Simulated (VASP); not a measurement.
# AlN (P6_3mc) in VASP: single point with HF

Aim: the single point of AlN with HF.

Everything below comes from runs of VASP 6.6.1. Logs are shortened: lines on timing, memory, paths and dates and some standing lists are left out, and cuts for length are marked.

## 1. The cell of the first run

It takes space group P6_3mc (No. 186, hexagonal). The conventional cell has a = 3.114 Å, b = 3.114 Å, c = 4.983 Å, α = 90.00°, β = 90.00°, γ = 120.00°. Al (site symmetry 3m) has 4 N at 1.89 to 1.90 Å within 2.5 Å. Within 2.5 Å of N (site symmetry 3m) lie 4 Al at 1.89 to 1.90 Å.

## 2. Single point, HF

The input, POSCAR:

```
AlN
1.0
    3.1138126658      0.0000000000      0.0000000000
   -1.5569063329      2.6966408712      0.0000000000
    0.0000000000      0.0000000000      4.9833864552
Al N
2 2
Direct
    0.3333333333      0.6666666667     -0.0009968573
    0.6666666667      0.3333333333      0.4990031427
    0.3333333333      0.6666666667      0.3809968573
    0.6666666667      0.3333333333      0.8809968573
```

The input, INCAR.step1:

```
SYSTEM = AlN
PREC = Accurate ; ENCUT = 520
EDIFF = 1E-5 ; ISMEAR = 0
SIGMA = 0.01 ; LREAL = .False.
LASPH = .True. ; NELM = 60
ALGO = Normal ; ISIF = 2
LWAVE = .True. ; GGA = PE
NBANDS = 16
```

The input, INCAR.step2:

```
SYSTEM = AlN
PREC = Accurate ; ENCUT = 520
EDIFF = 1E-6 ; ISMEAR = 0
SIGMA = 0.01 ; LREAL = .False.
LASPH = .True. ; NELM = 60
ALGO = Normal ; ISIF = 2
LWAVE = .False. ; LCHARG = .True.
GGA = PE ; LHFCALC = .True.
AEXX = 1.0 ; ALDAC = 0.0
AGGAC = 0.0 ; PRECFOCK = Normal
LELF = .True. ; LVHAR = .True.
ISTART = 1 ; NBANDS = 16
```

The input, KPOINTS:

```
Automatic mesh
0
Gamma
  6 6 4
  0 0 0
```

Potentials or basis: VASP PAW PBE potentials, release 64 (Al, N).

Run with:

```console
$ cat potpaw_PBE.64/Al/POTCAR potpaw_PBE.64/N/POTCAR > POTCAR
$ cp INCAR.step1 INCAR
$ mpirun -np 1 vasp_std > vasp.out
$ cp INCAR.step2 INCAR
$ mpirun -np 1 vasp_std > vasp.out
```

OUTCAR:

```text
SYSTEM = AlN
   PREC = Accurate
   ENCUT = 520
   EDIFF = 1E-6
   ISMEAR = 0
   LREAL = .False.
   LASPH = .True.
   NELM = 60
   ISIF = 2
   GGA = PE
   LHFCALC = .True.
   AEXX = 1.0
   PRECFOCK = Normal
   ISTART = 1

 ion  position               nearest neighbor table
   1  0.333  0.667  0.999-   4 1.89   4 1.89   4 1.89   3 1.90   2 3.07   2 3.07   2 3.07   2 3.07
                             2 3.07   2 3.07
   2  0.667  0.333  0.499-   3 1.89   3 1.89   3 1.89   4 1.90   1 3.07   1 3.07   1 3.07   1 3.07
                             1 3.07   1 3.07
   3  0.333  0.667  0.381-   2 1.89   2 1.89   2 1.89   1 1.90
   4  0.667  0.333  0.881-   1 1.89   1 1.89   1 1.89   2 1.90

  LATTYP: Found a hexagonal cell.
 ALAT       =     3.1138126658
 C/A-ratio  =     1.6004130595

  Lattice vectors:

 A1 = (   3.1138126658,   0.0000000000,   0.0000000000)
 A2 = (  -1.5569063329,   2.6966408712,   0.0000000000)
 A3 = (   0.0000000000,   0.0000000000,   4.9833864552)

Analysis of symmetry for initial positions (statically):
=====================================================================
 Subroutine PRICEL returns:
 Original cell was already a primitive cell.

 Routine SETGRP: Setting up the symmetry group for a
 hexagonal supercell.

 Subroutine GETGRP returns: Found 12 space group operations
 (whereof  6 operations were pure point group operations)
 out of a pool of 24 trial point group operations.

The static configuration has the point symmetry C_3v.
 The point group associated with its full space group is C_6v.

Analysis of symmetry for dynamics (positions and initial velocities):
=====================================================================
 Subroutine PRICEL returns:
 Original cell was already a primitive cell.

 Routine SETGRP: Setting up the symmetry group for a
 hexagonal supercell.

 Subroutine GETGRP returns: Found 12 space group operations
 (whereof  6 operations were pure point group operations)
 out of a pool of 24 trial point group operations.

The dynamic configuration has the point symmetry C_3v.
 The point group associated with its full space group is C_6v.

 Subroutine INISYM returns: Found 12 space group operations
 (whereof  6 operations are pure point group operations),
 and found     1 'primitive' translations

----------------------------------------------------------------------------------------

                                     Primitive cell

  volume of cell :      41.8447

  direct lattice vectors                    reciprocal lattice vectors
     3.113812666  0.000000000  0.000000000     0.321149699  0.185415865  0.000000000
    -1.556906333  2.696640871  0.000000000     0.000000000  0.370831730  0.000000000
     0.000000000  0.000000000  4.983386455     0.000000000  0.000000000  0.200666757

  length of vectors
     3.113812666  3.113812666  4.983386455     0.370831730  0.370831730  0.200666757

  position of ions in fractional coordinates (direct lattice)
     0.333333333  0.666666667  0.999003143
     0.666666667  0.333333333  0.499003143
     0.333333333  0.666666667  0.380996857
     0.666666667  0.333333333  0.880996857

  ion indices of the primitive-cell ions
   primitive index   ion index
                 1           1
                 2           2
                 3           3
                 4           4

----------------------------------------------------------------------------------------

 KPOINTS: Automatic mesh

Automatic generation of k-mesh.
 Grid dimensions read from file:
 generate k-points for:    6    6    4

 Generating k-lattice:

  Cartesian coordinates                     Fractional coordinates (reciprocal lattice)
     0.053524950  0.030902644  0.000000000     0.166666667  0.000000000  0.000000000
     0.000000000  0.061805288  0.000000000     0.000000000  0.166666667  0.000000000
     0.000000000  0.000000000  0.050166689     0.000000000  0.000000000  0.250000000

  Length of vectors
     0.061805288  0.061805288  0.050166689

  Shift w.r.t. Gamma in fractional coordinates (k-lattice)
     0.000000000  0.000000000  0.000000000

 Subroutine IBZKPT returns following result:
 ===========================================

 Found     21 irreducible k-points:

 Following reciprocal coordinates:
            Coordinates               Weight
  0.000000  0.000000  0.000000      1.000000
  0.166667  0.000000  0.000000      6.000000
  0.333333 -0.000000  0.000000      6.000000
  0.500000  0.000000  0.000000      3.000000
  0.166667  0.166667  0.000000      6.000000
  0.333333  0.166667  0.000000     12.000000
[... 13 lines left out ...]
  0.333333  0.166667  0.500000     12.000000
  0.333333  0.333333  0.500000      2.000000
   k-points           NKPTS =     21   k-points in BZ     NKDIM =    144   number of bands    NBANDS=     16
   number of dos      NEDOS =    301   number of ions     NIONS =      4
   total plane-waves  NPLWV =  23040
   dimension x,y,z NGX =    24 NGY =   24 NGZ =   40
   dimension x,y,z NGXF=    48 NGYF=   48 NGZF=   80
   ions per type =               2   2
   NGX,Y,Z   is equivalent  to a cutoff of  12.81, 12.81, 13.34 a.u.
   NGXF,Y,Z  is equivalent  to a cutoff of  25.63, 25.63, 26.69 a.u.
 SYSTEM =  AlN
   PREC   = accura    normal or accurate (medium, high low for compatibility)
   ISTART =      1    job   : 0-new  1-cont  2-samecut
   ICHARG =      0    charge: 1-file 2-atom 10-const
   ISPIN  =      1    spin polarized calculation?
   LNONCOLLINEAR =      F non collinear calculations
   LSORBIT =      F    spin-orbit coupling
   LASPH  =      T    aspherical Exc in radial PAW
   ENCUT  =  520.0 eV  38.22 Ry    6.18 a.u.   5.79  5.79  9.27*2*pi/ulx,y,z
   NELM   =     60;   NELMIN=  2; NELMDL=  0     # of ELM steps
   EDIFF  = 0.1E-05   stopping-criterion for ELM
   LREAL  =      F    real-space projection
   EDIFFG = 0.1E-04   stopping-criterion for IOM
   NSW    =      0    number of steps for IOM
   IBRION =     -1    ionic relax: 0-MD 1-quasi-New 2-CG
   NFREE  =      0    steps in history (QN), initial steepest desc. (CG)
   ISIF   =      2    stress and relaxation
   ISYM   =      3    0-nonsym 1-usesym 2-fastsym
   POTIM  = 0.5000    time-step for ionic-motion
   TEBEG  =    0.0;   TEEND  =   0.0 temperature during run
   PSTRESS=    0.0 pullay stress
   NELECT =      16.0000    total number of electrons
   NUPDOWN=      -1.0000    fix difference up-down
   EMIN   =  10.00;   EMAX   =-10.00  energy-range for DOS
   EFERMI =   0.00;   METHOD = LEGACY
   ISMEAR =     0;   SIGMA  =   0.01  broadening in eV -4-tet -1-fermi 0-gaus
   EFERMI_NEDOS =   21; number of points for ismear=-14 and -15
   IALGO  =     38    algorithm
   IMIX   =      1    mixing-type and parameters
     AMIX     =   0.40;   BMIX     =  1.00
     AMIX_MAG =   1.60;   BMIX_MAG =  1.00
  volume/ion in A,a.u.               =      10.46        70.60
  Fermi-wavevector in a.u.,A,eV,Ry     =   1.188233  2.245434 19.210019  1.411897
  Thomas-Fermi vector in A             =   2.324367
   LORBIT       =      0    0 simple, 1 ext, 2 COOP (PROOUT), +10 PAW based schemes
   GGA     = PE    functional components
   LHFCALC =     T    Hartree Fock is set to
   PRECFOCK=normal    Normal, Fast or Accurate (Low or Medium for compatibility)
   ENCUT4O =  -1.0   cutoff for four orbital integrals eV
   NKREDX  =     1    reduce k-point grid by
   NKREDY  =     1    reduce k-point grid by
   NKREDZ  =     1    reduce k-point grid by
   AEXX    =    1.0000 exact exchange contribution
   HFSCREEN=    0.0000 screening length (either q_TF or 0.3 A-1)
   HFSCREENC=   0.0000 screening length for correlation (either q_TF or 0.3 A-1)
   ENCUTFOCK=  -1.0 apply spherical cutoff to Coloumb kernel
   IVDW    =     0    specifies the selected vdW correction
   LEPSILON=     F    determine dielectric tensor
   LRPA    =     F    only Hartree local field effects (RPA)
 non-spin polarized calculation
 Gauss-broadening in eV      SIGMA  =   0.01
  energy-cutoff  :      520.00
  volume of cell :       41.84
 maximum number of plane-waves:      1152
 NGX is ok and might be reduce to    24
  NGX = 18; NGY = 18; NGZ = 28

 number of electron      15.9999997 magnetization

 Free energy of the ion-electron system (eV)
  ---------------------------------------------------
  ext. energy  EPLUGINS =         0.00000000
  ---------------------------------------------------
  free energy    TOTEN  =       -54.80937679 eV

  energy without entropy =      -54.80937679  energy(sigma->0) =      -54.80937679

 E-fermi :   2.1769     XC(G=0):   0.0000

 val. band max:        2.0551905540   @ k =   0.0000   0.0000   0.0000
 cond. band min:      14.3430964085   @ k =   0.0000   0.0000   0.0000
 fundamental gap:     12.2879058545
 Fermi energy:         2.1769323607

 k-point     1 :       0.0000    0.0000    0.0000
  band No.  band energies     occupation
      1     -19.2498      2.00000
      2     -16.4723      2.00000
      3      -6.0046      2.00000
      4       0.8946      2.00000
      5       0.8946      2.00000
      6       1.7949      2.00000
[... 8 lines left out ...]
     15      24.0215      0.00000
     16      25.5253      0.00000

 k-point     2 :       0.1667    0.0000    0.0000
  band No.  band energies     occupation
      1     -18.7931      2.00000
      2     -16.2139      2.00000
      3      -5.4629      2.00000
      4      -0.9886      2.00000
      5       0.1142      2.00000
      6       0.3926      2.00000
[... 8 lines left out ...]
     15      24.5557      0.00000
     16      25.1941      0.00000

 k-point     3 :       0.3333   -0.0000    0.0000
  band No.  band energies     occupation
      1     -17.6203      2.00000
      2     -15.7495      2.00000
      3      -4.4286      2.00000
      4      -3.5586      2.00000
      5      -2.5410      2.00000
      6      -0.3883      2.00000
[... 8 lines left out ...]
     15      23.9072      0.00000
     16      24.7251      0.00000
[... 305 lines left out ...]
 k-point    20 :       0.3333    0.1667    0.5000
  band No.  band energies     occupation
      1     -16.2044      2.00000
      2     -16.2044      2.00000
      3      -5.1197      2.00000
      4      -5.1197      2.00000
      5      -1.3134      2.00000
      6      -1.3134      2.00000
[... 8 lines left out ...]
     15      25.1758      0.00000
     16      25.1758      0.00000

 k-point    21 :       0.3333    0.3333    0.5000
  band No.  band energies     occupation
      1     -15.9091      2.00000
      2     -15.9091      2.00000
      3      -4.8979      2.00000
      4      -4.8979      2.00000
      5      -2.7662      2.00000
      6      -2.7662      2.00000
[... 8 lines left out ...]
     15      26.9036      0.00000
     16      26.9036      0.00000

------------------------ aborting loop because EDIFF is reached ----------------------------------------

  FORCE on cell =-STRESS in cart. coord.  units (eV):
  Direction    XX          YY          ZZ          XY          YZ          ZX
  --------------------------------------------------------------------------------------
  -------------------------------------------------------------------------------------
  Total       -0.9328805     -0.9328805     -0.4806941      0.0000000     -0.0000000      0.0000000
  in kB      -35.7187637    -35.7187637    -18.4051443      0.0000000     -0.0000000      0.0000000
  external PRESSURE =     -29.9475573 kB  Pullay stress =       0.0000000 kB

 VOLUME and BASIS-vectors are now :
 -----------------------------------------------------------------------------
  energy-cutoff  :      520.00
  volume of cell :       41.84
      direct lattice vectors                 reciprocal lattice vectors
     3.113812666  0.000000000  0.000000000     0.321149699  0.185415865  0.000000000
    -1.556906333  2.696640871  0.000000000     0.000000000  0.370831730  0.000000000
     0.000000000  0.000000000  4.983386455     0.000000000  0.000000000  0.200666757

 POSITION                                       TOTAL-FORCE (eV/Angst)
 -----------------------------------------------------------------------------------
     -0.00000      1.79776      4.97842        -0.000000      0.000000      0.058338
      1.55691      0.89888      2.48673        -0.000000     -0.000000      0.058338
     -0.00000      1.79776      1.89865        -0.000000      0.000000     -0.058338
      1.55691      0.89888      4.39035         0.000000     -0.000000     -0.058338
 -----------------------------------------------------------------------------------
    total drift:                               -0.000002     -0.000002     -0.000157

  FREE ENERGIE OF THE ION-ELECTRON SYSTEM (eV)
  ---------------------------------------------------
  free  energy   TOTEN  =       -54.8093767899 eV

  energy  without entropy=      -54.8093767899  energy(sigma->0) =      -54.80937679
```

Run time: 19 min. Hardware: 1 thread of Intel Xeon Platinum 8488C (Sapphire Rapids), shared host; peak memory 0.18 GiB.

What came out:

```yaml
Free_energy: -54.8094 eV
Pressure: -3.0 GPa
Largest_force: 0.058 eV/Å
Band_gap_on_the_k_mesh: 12.29 eV
```

Forces on the atoms (eV/Å):
```
Al   0.000  0.000  0.058
Al   0.000  0.000  0.058
N    0.000  0.000 -0.058
N    0.000  0.000 -0.058
```

Levels at points of the mesh, in eV from the valence-band top:
```tsv
k point	band 6	band 7	band 8	band 9	band 10	band 11
(0.00, 0.00, 0.00)	-0.26	-0.26	0.00	12.29	13.77	19.13
(0.50, 0.00, 0.00)	-2.77	-2.20	-0.94	13.72	15.04	15.48
(0.00, 0.00, 0.50)	-0.73	-0.73	-0.73	14.53	14.53	18.49
(0.50, 0.00, 0.50)	-1.94	-1.79	-1.79	13.82	13.82	16.55
```

Caveat: the PAW data sets were made with another functional, which shifts forces and pressure a little.
